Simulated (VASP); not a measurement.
# Li5Ge (P4/mmm) in VASP: notebook, part 2 of 2

VASP 6.6.1. The steps go on from the part before.

## (3) Relaxation of cell and atoms, PBE

This run uses another cell than the first one, of 15.55 Å³/atom.

File INCAR:

```
ALGO = Normal
EDIFF = 1E-7
EDIFFG = -0.04
ENCUT = 600
GGA = PE
IBRION = 2
ISIF = 3
ISMEAR = 0
LASPH = True
LCHARG = False
LREAL = False
LWAVE = False
NELM = 60
NSW = 90
PREC = Accurate
SIGMA = 0.1
```

File KPOINTS:

```
k-points
0
Gamma
  4 4 4
```

File POSCAR:

```
Li5Ge
1.0
    4.3070494000      0.0000000000      0.0000000000
    0.0000000000      4.3070494000      0.0000000000
    0.0000000000      0.0000000000      5.0280556700
Li Ge
5 1
Direct
    0.0000000000      0.5000000000      0.2142949000
    0.5000000000      0.0000000000      0.2142949000
    0.0000000000      0.5000000000      0.7857051000
    0.5000000000      0.0000000000      0.7857051000
    0.5000000000      0.5000000000      0.5000000000
    0.0000000000      0.0000000000      0.5000000000
```

Potentials or basis: VASP PAW PBE potentials, release 64 (Li_sv, Ge_d).

Run with:

```bash
> cat potpaw_PBE.64/Li_sv/POTCAR potpaw_PBE.64/Ge_d/POTCAR > POTCAR
> mpirun -np 1 vasp_std > vasp.out
```

OUTCAR:

```text
EDIFF = 1E-7
   EDIFFG = -0.04
   ENCUT = 600
   GGA = PE
   IBRION = 2
   ISIF = 3
   ISMEAR = 0
   LASPH = True
   LREAL = False
   NELM = 60
   NSW = 90
   PREC = Accurate

 ion  position               nearest neighbor table
   1  0.000  0.500  0.214-   3 2.15   5 2.59   6 2.59   6 2.59   5 2.59
   2  0.500  0.000  0.214-   4 2.15   5 2.59   6 2.59   5 2.59   6 2.59
   3  0.000  0.500  0.786-   1 2.15   5 2.59   6 2.59   6 2.59   5 2.59
   4  0.500  0.000  0.786-   2 2.15   5 2.59   6 2.59   5 2.59   6 2.59
   5  0.500  0.500  0.500-   1 2.59   2 2.59   3 2.59   4 2.59   2 2.59   4 2.59   1 2.59   3 2.59

   6  0.000  0.000  0.500-   1 2.59   2 2.59   3 2.59   4 2.59   1 2.59   3 2.59   2 2.59   4 2.59

  LATTYP: Found a simple tetragonal cell.
 ALAT       =     4.3070494000
 C/A-ratio  =     1.1674014396

  Lattice vectors:

 A1 = (   4.3070494000,   0.0000000000,   0.0000000000)
 A2 = (   0.0000000000,   4.3070494000,   0.0000000000)
 A3 = (   0.0000000000,   0.0000000000,   5.0280556700)

Analysis of symmetry for initial positions (statically):
=====================================================================
 Subroutine PRICEL returns:
 Original cell was already a primitive cell.

 Routine SETGRP: Setting up the symmetry group for a
 simple tetragonal supercell.

 Subroutine GETGRP returns: Found 16 space group operations
 (whereof 16 operations were pure point group operations)
 out of a pool of 16 trial point group operations.

The static configuration has the point symmetry D_4h.

Analysis of symmetry for dynamics (positions and initial velocities):
[... 169 lines left out ...]
  -------------------------------------------------------------------------------------
  Total       -0.1611178     -0.1611178      5.7224737      0.0000000      0.0000000      0.0000000
  in kB       -2.7675432     -2.7675432     98.2957193      0.0000000      0.0000000      0.0000000
  external PRESSURE =      30.9202109 kB  Pullay stress =       0.0000000 kB
[... 27 lines left out ...]
--------------------------------------- Ionic step        2  -------------------------------------------

 number of electron      28.9999985 magnetization

 E-fermi :   2.2470     XC(G=0):  -8.2995

 val. band max:        1.9960431216   @ k =   0.2500   0.2500   0.5000
 cond. band min:       2.2896160042   @ k =   0.5000   0.0000   0.0000
 fundamental gap:      0.2935728826
 Fermi energy:         2.2470443266

 k-point     1 :       0.0000    0.0000    0.0000
  band No.  band energies     occupation
      1     -44.2266      2.00000
      2     -44.1517      2.00000
      3     -44.1483      2.00000
      4     -44.1093      2.00000
      5     -44.0970      2.00000
      6     -21.3766      2.00000
[... 446 lines left out ...]
--------------------------------------- Ionic step        4  -------------------------------------------

 number of electron      28.9999973 magnetization

 Free energy of the ion-electron system (eV)
  ---------------------------------------------------
  ext. energy  EPLUGINS =         0.00000000
  ---------------------------------------------------
  free energy    TOTEN  =       -14.88901178 eV

  energy without entropy =      -14.88190271  energy(sigma->0) =      -14.88545724

 E-fermi :   1.7973     XC(G=0):  -7.9397

 val. band max:        1.7827270716   @ k =   0.0000   0.0000   0.2500
 cond. band min:       1.8204311877   @ k =   0.5000   0.5000   0.5000
 fundamental gap:      0.0377041160
 Fermi energy:         1.7973056811

 k-point     1 :       0.0000    0.0000    0.0000
  band No.  band energies     occupation
      1     -44.6339      2.00000
      2     -44.6056      2.00000
      3     -44.6048      2.00000
      4     -44.5924      2.00000
      5     -44.5695      2.00000
      6     -21.8433      2.00000
[... 400 lines left out ...]
  FREE ENERGIE OF THE ION-ELECTRON SYSTEM (eV)
  ---------------------------------------------------
  free  energy   TOTEN  =       -14.8890117772 eV

  energy  without entropy=      -14.8819027090  energy(sigma->0) =      -14.88545724

 reached required accuracy - stopping structural energy minimisation
```

OSZICAR:

```text
N       E                     dE             d eps       ncg     rms          rms(c)
DAV:   1     0.180343644413E+03    0.18034E+03   -0.16254E+04   660   0.263E+03
DAV:   2     0.212734619658E+02   -0.15907E+03   -0.15595E+03   664   0.524E+02
DAV:   3    -0.963228703558E+01   -0.30906E+02   -0.30527E+02  1070   0.146E+02
DAV:   4    -0.143772879655E+02   -0.47450E+01   -0.46925E+01  1112   0.558E+01
[... 42 lines left out ...]
DAV:   6    -0.148890101811E+02    0.80959E-05   -0.86145E-05   920   0.759E-02    0.116E-02
DAV:   7    -0.148890110080E+02   -0.82681E-06   -0.15361E-05   836   0.414E-02    0.535E-03
DAV:   8    -0.148890114374E+02   -0.42943E-06   -0.10563E-06   920   0.108E-02    0.197E-03
DAV:   9    -0.148890117562E+02   -0.31885E-06   -0.85251E-08   394   0.365E-03    0.225E-04
DAV:  10    -0.148890117772E+02   -0.20986E-07   -0.45193E-08   342   0.207E-03
   4 F= -.14889012E+02 E0= -.14885457E+02  d E =-.518051E+00
```

Wall time 1.9 min (1 thread of Intel Xeon Platinum 8488C (Sapphire Rapids), shared host); peak memory 0.24 GiB.

What came out:

```
Free energy                           : -14.8890 eV
Relaxed volume                        : 17.97 Å³/atom
Relaxed cell                          : a = 4.287 Å, b = 4.287 Å, c = 5.868 Å, α = 90.00°, β = 90.00°, γ = 90.00°
Space group after relaxing (to 0.1 Å) : P4/mmm (No. 123)
Energy gained by relaxing             : 86.3 meV/atom
Ionic steps                           : 4
Pressure after relaxing               : 0.0 GPa
Largest force after relaxing          : 0.038 eV/Å
Band gap on the k mesh                : zero (an odd number of electrons rules out a gap without spin polarisation)
```

Forces on the atoms (eV/Å):
```
Li   0.000  0.000  0.038
Li   0.000  0.000  0.038
Li   0.000  0.000 -0.038
Li   0.000  0.000 -0.038
Li   0.000  0.000  0.000
Ge   0.000  0.000  0.000
```

Step by step:
```csv
step,energy change (eV),largest force (eV/Å),pressure (GPa),volume (Å³)
1,0.0000,0.5360,3.09,93.27
2,-0.2606,0.3247,2.02,97.31
3,-0.5000,0.0826,0.44,105.30
4,-0.5181,0.0380,0.04,107.84
```

Final structure:
```cif
data_structure
_symmetry_space_group_name_H-M 'P 1'
_symmetry_Int_Tables_number 1
_cell_length_a 4.2868
_cell_length_b 4.2868
_cell_length_c 5.8682
_cell_angle_alpha 90.000
_cell_angle_beta 90.000
_cell_angle_gamma 90.000
_cell_volume 107.84
loop_
_atom_site_label
_atom_site_type_symbol
_atom_site_fract_x
_atom_site_fract_y
_atom_site_fract_z
_atom_site_occupancy
Li1 Li 0.00000 0.50000 0.23212 1
Li2 Li 0.50000 0.00000 0.23212 1
Li3 Li 0.00000 0.50000 0.76788 1
Li4 Li 0.50000 0.00000 0.76788 1
Li5 Li 0.50000 0.50000 0.50000 1
Ge1 Ge 0.00000 0.00000 0.50000 1
```

Levels at points of the mesh, in eV from the Fermi level:
```csv
k point,band 13,band 14,band 15,band 16,band 17,band 18
"(0.00, 0.00, 0.00)",-1.51,-0.73,-0.73,2.13,3.80,4.30
"(0.50, 0.00, 0.00)",-0.96,0.22,0.23,0.33,1.11,2.74
"(0.50, 0.50, 0.00)",-2.42,-1.02,-0.89,1.37,1.97,2.12
"(0.00, 0.00, 0.50)",-0.54,-0.54,1.26,1.94,2.85,2.85
"(0.50, 0.00, 0.50)",-2.09,-1.14,0.47,2.72,3.16,3.23
"(0.50, 0.50, 0.50)",-2.38,-1.76,-0.39,0.02,1.69,1.69
```

Caveat: the k points lie up to 0.37 Å⁻¹ apart in the final cell, too coarse for converged energies and pressures of a metal; the cutoff is under 1.25 times the usual one of these potentials, so pressure, stress and relaxed cells hold a basis-set (Pulay) error; the volume moved by over 15 % at a fixed basis, so the end points are rough.
